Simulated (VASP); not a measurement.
Wanted: the native input for a VASP 6.6.1 run.

- Task: single point
- Functional: r2SCAN
- Potentials or basis: VASP PAW PBE potentials, release 64 (Al, Fe)
- Cutoff: 520 eV
- k mesh: 12 × 12 × 12
- Occupations: gaussian, width 0.1 eV
- Spin: no spin polarisation
- Dipole correction: no
- Further INCAR settings: ALGO = Normal; EDIFF = 1e-06; NBANDS = 22

AlFe3:

```
CELL_PARAMETERS angstrom
3.63929 0.00000 0.00000
0.00000 3.63929 0.00000
0.00000 0.00000 3.63929
ATOMIC_POSITIONS crystal
Al 0.00000 0.00000 0.00000
Fe 0.00000 0.50000 0.50000
Fe 0.50000 0.00000 0.50000
Fe 0.50000 0.50000 0.00000
```

The input as run:

POSCAR

```
AlFe3
1.0
    3.6392911100      0.0000000000      0.0000000000
    0.0000000000      3.6392911100      0.0000000000
    0.0000000000      0.0000000000      3.6392911100
Al Fe
1 3
Direct
    0.0000000000      0.0000000000      0.0000000000
    0.0000000000      0.5000000000      0.5000000000
    0.5000000000      0.0000000000      0.5000000000
    0.5000000000      0.5000000000      0.0000000000
```

INCAR.step1

```
SYSTEM = AlFe3
PREC     = Accurate       ! precision mode
ENCUT    = 520            ! plane-wave cutoff, eV
ISMEAR   = 0              ! smearing method
SIGMA    = 0.1            ! smearing width, eV
LREAL    = .FALSE.        ! projectors in reciprocal space
LASPH    = .TRUE.         ! aspherical terms in the spheres
NELM     = 80             ! most SCF steps
NBANDS   = 22             ! bands
GGA      = PE             ! functional
ALGO     = Normal         ! electronic algorithm
EDIFF    = 1E-4           ! SCF threshold, eV
LWAVE    = .TRUE.         ! write WAVECAR
LCHARG   = .FALSE.        ! write CHGCAR
```

INCAR.step2

```
SYSTEM = AlFe3
PREC     = Accurate       ! precision mode
ENCUT    = 520            ! plane-wave cutoff, eV
EDIFF    = 1E-6           ! SCF threshold, eV
ISMEAR   = 0              ! smearing method
SIGMA    = 0.1            ! smearing width, eV
LREAL    = .FALSE.        ! projectors in reciprocal space
LASPH    = .TRUE.         ! aspherical terms in the spheres
NELM     = 80             ! most SCF steps
ALGO     = Normal         ! electronic algorithm
ISIF     = 2              ! what is computed and relaxed
LWAVE    = .FALSE.        ! write WAVECAR
LCHARG   = .FALSE.        ! write CHGCAR
METAGGA  = R2SCAN         ! meta-GGA
LMIXTAU  = .TRUE.       
NBANDS   = 22             ! bands
ISTART   = 1
```

KPOINTS

```
Automatic mesh
0
G
  12 12 12
  0 0 0
```

Potentials or basis: VASP PAW PBE potentials, release 64 (Al, Fe).

Run with:

```console
$ cat potpaw_PBE.64/Al/POTCAR potpaw_PBE.64/Fe/POTCAR > POTCAR
$ cp INCAR.step1 INCAR
$ mpirun -np 1 vasp_std > vasp.out
$ cp INCAR.step2 INCAR
$ mpirun -np 1 vasp_std > vasp.out
```

It gave:

```
Pressure               : -19.7 GPa
Band gap on the k mesh : zero (an odd number of electrons rules out a gap without spin polarisation)
```

Caveat: the cell stands under tension; the PAW data sets were made with another functional, which shifts forces and pressure a little; the run has no spin polarisation, though such a crystal can be magnetic.

Wall time 2.6 min on 1 thread of Intel(R) Xeon(R) 6975P-C (Granite Rapids), with other jobs on the host, peak memory 0.21 GiB.
